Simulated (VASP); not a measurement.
# Al15Ni16 (a cell with a defect) in VASP: single point with PBE

Aim: the single point of Al15Ni16 (a cell with a defect) with PBE.

Program: VASP 6.6.1. These are calculated values, not measurements. Logs are shortened: lines on timing, memory, paths and dates and some standing lists are left out, and cuts for length are marked.

## Step 1: The cell of the first run

The cell holds a defect, 31 atoms: a = 8.179 Å, b = 8.179 Å, c = 8.179 Å, α = 60.00°, β = 60.00°, γ = 60.00°.

## Step 2: Single point, PBE

Input file INCAR:

```
SYSTEM = Al15Ni16
ALGO = Normal
EDIFF = 1E-6
ENCUT = 520
GGA = PE
ISIF = 2
ISMEAR = 1
LASPH = .True.
LCHARG = .False.
LREAL = Auto
LUSENCCL = .False.
LWAVE = .False.
NBANDS = 124
NELM = 60
PREC = Accurate
SIGMA = 0.1
```

Input file KPOINTS:

```
k-points
0
Gamma
  4 4 4
  0 0 0
```

Input file POSCAR:

```
Al15Ni16
1.0
    0.0000000000      5.7836525300      5.7836525300
    5.7836525300      0.0000000000      5.7836525300
    5.7836525300      5.7836525300      0.0000000000
Al Ni
15 16
Direct
    0.1139187100      0.1352236600      0.1338357300
    0.2537474800      0.5014658800      0.4987193100
    0.1243271400      0.1270278000      0.6248623000
    0.3748940200      0.3745673100      0.8706422900
    0.1241702500      0.6251908100      0.1276967800
    0.3751763500      0.8703846600      0.3740981700
    0.3828801200      0.8663056100      0.8649579600
    0.6247452200      0.1248870600      0.1246622400
    0.8861185000      0.3652386600      0.3655340100
    0.6199386700      0.1294871700      0.6256057100
    0.8760548400      0.3752780400      0.8731548900
    0.6195288000      0.6260633100      0.1297515100
    0.8769048100      0.8724730200      0.3749580600
    0.6167856500      0.6345716800      0.6349400100
    0.8741485200      0.8754978300      0.8752667900
   -0.0044044500      0.0004113200     -0.0002869900
    0.2536340500      0.2549718500      0.2547481600
    0.0062207200     -0.0162935700      0.5026669200
    0.2461883700      0.2164371200      0.7837196400
    0.0053855800      0.5035645300     -0.0154955300
    0.2466047600      0.7862304900      0.2139429900
   -0.0317838700      0.4991429900      0.5009910500
    0.2475052500      0.7423418200      0.7420788300
    0.5005412400      0.0006374500     -0.0004656000
    0.7315647100      0.2581091400      0.2579025600
    0.4932888700      0.0155101300      0.4966477300
    0.7504689700      0.2472389800      0.7529139200
    0.4924312200      0.4974728700      0.0164635200
    0.7506500300      0.7523953200      0.2477983400
    0.5386984600      0.4995868000      0.5005685600
    0.7632802900      0.7453915100      0.7451764900
```

Potentials or basis: VASP PAW PBE potentials, release 64 (Al, Ni).

Run with:

```console
$ cat potpaw_PBE.64/Al/POTCAR potpaw_PBE.64/Ni/POTCAR > POTCAR
$ mpirun -np 1 vasp_std > vasp.out
```

OUTCAR:

```text
SYSTEM = Al15Ni16
   EDIFF = 1E-6
   ENCUT = 520
   GGA = PE
   ISIF = 2
   ISMEAR = 1
   LASPH = .True.
   LREAL = Auto
   NELM = 60
   PREC = Accurate

 ion  position               nearest neighbor table
   1  0.114  0.135  0.134-  21 2.34  19 2.35  20 2.47  18 2.47  17 2.54  25 2.55  24 2.58  16 2.59
                             9 2.67  11 2.89  13 2.89   4 2.90   6 2.90   7 3.11
   2  0.254  0.501  0.499-  21 2.33  30 2.33  19 2.33  22 2.34   6 3.17  12 3.17   4 3.18  10 3.18
                            13 3.23   5 3.23  11 3.25   3 3.25
   3  0.124  0.127  0.625-  26 2.47  17 2.47  19 2.49  27 2.50  22 2.50  16 2.50  18 2.56  23 2.57
                            11 2.87   9 2.88   7 2.89  15 2.90   6 2.93   2 3.25
   4  0.375  0.375  0.871-  23 2.46  20 2.47  30 2.49  24 2.50  27 2.51  19 2.51  17 2.57  28 2.58
                            10 2.83   1 2.90  14 2.91   8 2.91   5 2.94   2 3.18
   5  0.124  0.625  0.128-  28 2.46  17 2.47  21 2.49  29 2.49  16 2.51  22 2.51  20 2.56  23 2.58
                            13 2.86   9 2.88   7 2.89  15 2.91   4 2.94   2 3.23
   6  0.375  0.870  0.374-  23 2.46  18 2.46  30 2.50  24 2.50  29 2.51  21 2.51  17 2.57  26 2.58
                            12 2.83   1 2.90  14 2.91   8 2.92   3 2.93   2 3.17
   7  0.383  0.866  0.865-  21 2.34  19 2.35  26 2.47  28 2.47  31 2.54  23 2.55  24 2.58  16 2.59
                            14 2.67   3 2.89   5 2.89  10 2.90  12 2.90   1 3.11
   8  0.625  0.125  0.125-  16 2.48  17 2.48  27 2.48  26 2.49  29 2.49  28 2.49  24 2.49  25 2.50
                            15 2.88  11 2.90  13 2.91   4 2.91   6 2.92
   9  0.886  0.365  0.366-  30 2.34  22 2.36  17 2.46  25 2.48  20 2.55  18 2.55  29 2.59  27 2.59
                             1 2.67   3 2.88   5 2.88  10 2.91  12 2.91  14 3.12
  10  0.620  0.129  0.626-  25 2.46  26 2.47  30 2.49  24 2.50  27 2.51  19 2.51  31 2.57  18 2.58
                             4 2.83   7 2.90   9 2.91  15 2.91  13 2.94   2 3.18
  11  0.876  0.375  0.873-  20 2.47  31 2.47  19 2.49  27 2.50  22 2.50  16 2.50  28 2.56  25 2.57
[... 27 lines left out ...]
  25  0.732  0.258  0.258-  10 2.46  12 2.46   9 2.48   8 2.50   1 2.55  11 2.57  13 2.58  28 2.78
                            26 2.78  30 2.83  16 2.98  20 3.01  18 3.01
  26  0.493  0.016  0.497-   3 2.47   7 2.47  10 2.47   8 2.49  14 2.55  13 2.56   6 2.58  25 2.78
                            17 2.79  19 2.84  29 2.96  31 3.00  23 3.01
  27  0.750  0.247  0.753-  15 2.48   8 2.48   3 2.50  11 2.50   4 2.51  10 2.51  14 2.59   9 2.59
                            30 2.69  22 2.72  16 2.85  24 2.87  18 2.97  28 2.97
  28  0.492  0.497  0.016-   5 2.46  12 2.47   7 2.47   8 2.49  14 2.55  11 2.56   4 2.58  25 2.78
                            17 2.78  21 2.84  27 2.97  31 3.00  23 3.01
  29  0.751  0.752  0.248-   8 2.49  15 2.49  13 2.49   5 2.49   6 2.51  12 2.51  14 2.59   9 2.59
                            30 2.70  22 2.73  16 2.85  24 2.88  26 2.96  20 2.96
  30  0.539  0.500  0.501-   2 2.33   9 2.34  14 2.34   4 2.49  10 2.49   6 2.50  12 2.50  27 2.69
                            29 2.70  25 2.83  23 2.83
  31  0.763  0.745  0.745-  14 2.46  11 2.47  13 2.47  15 2.48   7 2.54  10 2.57  12 2.57  18 2.78
                            20 2.78  22 2.86  24 2.95  26 3.00  28 3.00

  LATTYP: Found a face centered cubic cell.
 ALAT       =    11.5673050600

  Lattice vectors:

 A1 = (   0.0000000000,   5.7836525300,   5.7836525300)
 A2 = (   5.7836525300,   0.0000000000,   5.7836525300)
 A3 = (   5.7836525300,   5.7836525300,   0.0000000000)

Analysis of symmetry for initial positions (statically):
=====================================================================
 Subroutine PRICEL returns:
 Original cell was already a primitive cell.

 Routine SETGRP: Setting up the symmetry group for a
 face centered cubic supercell.

 Subroutine GETGRP returns: Found  1 space group operations
 (whereof  1 operations were pure point group operations)
 out of a pool of 48 trial point group operations.

The static configuration has the point symmetry C_1 .

Analysis of symmetry for dynamics (positions and initial velocities):
=====================================================================
 Subroutine PRICEL returns:
 Original cell was already a primitive cell.

 Routine SETGRP: Setting up the symmetry group for a
 face centered cubic supercell.

 Subroutine GETGRP returns: Found  1 space group operations
 (whereof  1 operations were pure point group operations)
 out of a pool of 48 trial point group operations.

The dynamic configuration has the point symmetry C_1 .

 Subroutine INISYM returns: Found  1 space group operations
 (whereof  1 operations are pure point group operations),
 and found     1 'primitive' translations

----------------------------------------------------------------------------------------

                                     Primitive cell

[... 91 lines left out ...]

  Length of vectors
     0.037434191  0.037434191  0.037434191

  Shift w.r.t. Gamma in fractional coordinates (k-lattice)
     0.000000000  0.000000000  0.000000000

 Subroutine IBZKPT returns following result:
 ===========================================

 Found     36 irreducible k-points:

 Following reciprocal coordinates:
            Coordinates               Weight
  0.000000  0.000000  0.000000      1.000000
  0.250000  0.000000  0.000000      2.000000
  0.000000  0.250000  0.000000      2.000000
  0.000000  0.000000  0.250000      2.000000
  0.250000  0.250000  0.250000      2.000000
  0.500000  0.000000  0.000000      1.000000
[... 16 lines left out ...]
  0.250000  0.500000  0.500000      2.000000
  0.500000  0.000000  0.250000      2.000000
 [... further k-points ...]
   k-points           NKPTS =     36   k-points in BZ     NKDIM =     36   number of bands    NBANDS=    124
   number of dos      NEDOS =    301   number of ions     NIONS =     31
   total plane-waves  NPLWV = 262144
   dimension x,y,z NGX =    64 NGY =   64 NGZ =   64
   dimension x,y,z NGXF=   128 NGYF=  128 NGZF=  128
   ions per type =              15  16
   NGX,Y,Z   is equivalent  to a cutoff of  13.01, 13.01, 13.01 a.u.
   NGXF,Y,Z  is equivalent  to a cutoff of  26.02, 26.02, 26.02 a.u.
 SYSTEM =  Al15Ni16
   PREC   = accura    normal or accurate (medium, high low for compatibility)
   ISTART =      0    job   : 0-new  1-cont  2-samecut
   ICHARG =      2    charge: 1-file 2-atom 10-const
   ISPIN  =      1    spin polarized calculation?
   LNONCOLLINEAR =      F non collinear calculations
   LSORBIT =      F    spin-orbit coupling
   LASPH  =      T    aspherical Exc in radial PAW
   ENCUT  =  520.0 eV  38.22 Ry    6.18 a.u.  15.21 15.21 15.21*2*pi/ulx,y,z
   NELM   =     60;   NELMIN=  2; NELMDL= -5     # of ELM steps
   EDIFF  = 0.1E-05   stopping-criterion for ELM
   LREAL  =      T    real-space projection
   EDIFFG = 0.1E-04   stopping-criterion for IOM
   NSW    =      0    number of steps for IOM
   IBRION =     -1    ionic relax: 0-MD 1-quasi-New 2-CG
   NFREE  =      0    steps in history (QN), initial steepest desc. (CG)
   ISIF   =      2    stress and relaxation
   ISYM   =      2    0-nonsym 1-usesym 2-fastsym
   POTIM  = 0.5000    time-step for ionic-motion
   TEBEG  =    0.0;   TEEND  =   0.0 temperature during run
   PSTRESS=    0.0 pullay stress
   NELECT =     205.0000    total number of electrons
   NUPDOWN=      -1.0000    fix difference up-down
   EMIN   =  10.00;   EMAX   =-10.00  energy-range for DOS
   EFERMI =   0.00;   METHOD = LEGACY
   ISMEAR =     1;   SIGMA  =   0.10  broadening in eV -4-tet -1-fermi 0-gaus
   EFERMI_NEDOS =   21; number of points for ismear=-14 and -15
   IALGO  =     38    algorithm
   IMIX   =      4    mixing-type and parameters
     AMIX     =   0.40;   BMIX     =  1.00
     AMIX_MAG =   1.60;   BMIX_MAG =  1.00
  volume/ion in A,a.u.               =      12.48        84.23
  Fermi-wavevector in a.u.,A,eV,Ry     =   1.324689  2.503299 23.875516  1.754801
  Thomas-Fermi vector in A             =   2.454205
   LORBIT       =      0    0 simple, 1 ext, 2 COOP (PROOUT), +10 PAW based schemes
   GGA     = PE    functional components
   LHFCALC =     F    Hartree Fock is set to
   AEXX    =    0.0000 exact exchange contribution
   IVDW    =     0    specifies the selected vdW correction
   LEPSILON=     F    determine dielectric tensor
   LRPA    =     F    only Hartree local field effects (RPA)
 non-spin polarized calculation
 Methfessel and Paxton  Order N= 1 SIGMA  =   0.10
  energy-cutoff  :      520.00
  volume of cell :      386.93
 maximum number of plane-waves:     10478
 NGX is ok and might be reduce to    64
   NGX = 31   NGY = 31   NGZ = 31

 number of electron     204.9999977 magnetization

 Free energy of the ion-electron system (eV)
  ---------------------------------------------------
  ext. energy  EPLUGINS =         0.00000000
  ---------------------------------------------------
  free energy    TOTEN  =      -161.04294551 eV

  energy without entropy =     -161.04737095  energy(sigma->0) =     -161.04442066

 E-fermi :   9.2584     XC(G=0): -11.8284

 val. band max:        9.2527581157   @ k =   0.5000   0.2500  -0.2500
 cond. band min:       9.2595803693   @ k =   0.5000   0.2500   0.0000
 fundamental gap:      0.0068222536
 Fermi energy:         9.2583518407

 k-point     1 :       0.0000    0.0000    0.0000
  band No.  band energies     occupation
      1      -1.4441      2.00000
      2       1.4091      2.00000
      3       1.5646      2.00000
      4       1.6143      2.00000
      5       1.6158      2.00000
      6       1.7926      2.00000
[... 2797 lines left out ...]
    113      11.5583      0.00000
    114      11.7931      0.00000

 [... further k-points ...]

 [bands above 114 left out]

------------------------ aborting loop because EDIFF is reached ----------------------------------------

  FORCE on cell =-STRESS in cart. coord.  units (eV):
  Direction    XX          YY          ZZ          XY          YZ          ZX
  --------------------------------------------------------------------------------------
  -------------------------------------------------------------------------------------
  Total       -0.0691472     -0.1158997     -0.0294952     -0.0003604      0.0190850      0.0033399
  in kB       -0.2863179     -0.4799063     -0.1221310     -0.0014921      0.0790252      0.0138297
  external PRESSURE =      -0.2961184 kB  Pullay stress =       0.0000000 kB

 VOLUME and BASIS-vectors are now :
 -----------------------------------------------------------------------------
  energy-cutoff  :      520.00
  volume of cell :      386.93
      direct lattice vectors                 reciprocal lattice vectors
     0.000000000  5.783652530  5.783652530    -0.086450560  0.086450560  0.086450560
     5.783652530  0.000000000  5.783652530     0.086450560 -0.086450560  0.086450560
     5.783652530  5.783652530  0.000000000     0.086450560  0.086450560 -0.086450560

 POSITION                                       TOTAL-FORCE (eV/Angst)
 -----------------------------------------------------------------------------------
      1.55615      1.43293      1.44095         0.136267      0.008179      0.009291
      5.78472      4.35201      4.36789         0.000047      0.018565      0.029078
      4.34867      4.33305      1.45375        -0.100969     -0.006339      0.001448
      7.20186      7.20375      4.33462         0.097768      0.020371     -0.008435
      4.35444      1.45671      4.33404        -0.098256     -0.003072     -0.010621
      7.19766      4.33354      7.20389         0.096440     -0.004727      0.028045
[... 23 lines left out ...]
      5.78455      6.01076      6.00508         0.000210     -0.191872     -0.194062
      8.62093      8.72439      8.72563         0.042942     -0.031886     -0.033503
 -----------------------------------------------------------------------------------
    total drift:                                0.002798      0.000154     -0.000211

  FREE ENERGIE OF THE ION-ELECTRON SYSTEM (eV)
  ---------------------------------------------------
  free  energy   TOTEN  =      -161.0429455120 eV

  energy  without entropy=     -161.0473709502  energy(sigma->0) =     -161.04442066
```

Wall time 9 min (1 × NVIDIA H100 80GB with 1 thread of AMD EPYC 7R13 (Zen 3), shared host); peak memory 2.2 GiB.

What came out:

```
Free energy            : -161.0429 eV
Pressure               : 0.0 GPa
Largest force          : 0.273 eV/Å
Band gap on the k mesh : zero (an odd number of electrons rules out a gap without spin polarisation)
```

Forces in eV/Å, atoms in the order of the input:
```
Al   0.136  0.008  0.009
Al   0.000  0.019  0.029
Al  -0.101 -0.006  0.001
Al   0.098  0.020 -0.008
Al  -0.098 -0.003 -0.011
Al   0.096 -0.005  0.028
Al  -0.136  0.008  0.009
Al   0.188 -0.012 -0.018
Al  -0.131  0.000  0.003
Al  -0.098  0.021 -0.008
Al   0.101 -0.007  0.002
Al  -0.096 -0.005  0.029
Al   0.099 -0.003 -0.011
Al   0.133  0.000  0.003
Al  -0.187 -0.011 -0.017
Ni   0.000 -0.031 -0.032
Ni  -0.044 -0.031 -0.033
Ni   0.073 -0.043  0.035
Ni   0.000 -0.144  0.154
Ni   0.060  0.033 -0.040
Ni   0.000  0.165 -0.160
Ni   0.000  0.136  0.140
Ni   0.090  0.044  0.040
Ni   0.000  0.047  0.045
Ni  -0.092  0.045  0.042
Ni  -0.060  0.032 -0.038
Ni   0.000  0.031 -0.036
Ni  -0.073 -0.043  0.034
Ni  -0.001 -0.040  0.035
Ni   0.000 -0.192 -0.194
Ni   0.043 -0.032 -0.034
```

Spin polarisation is off, so any magnetic state and its effect on volume and gap are missing.
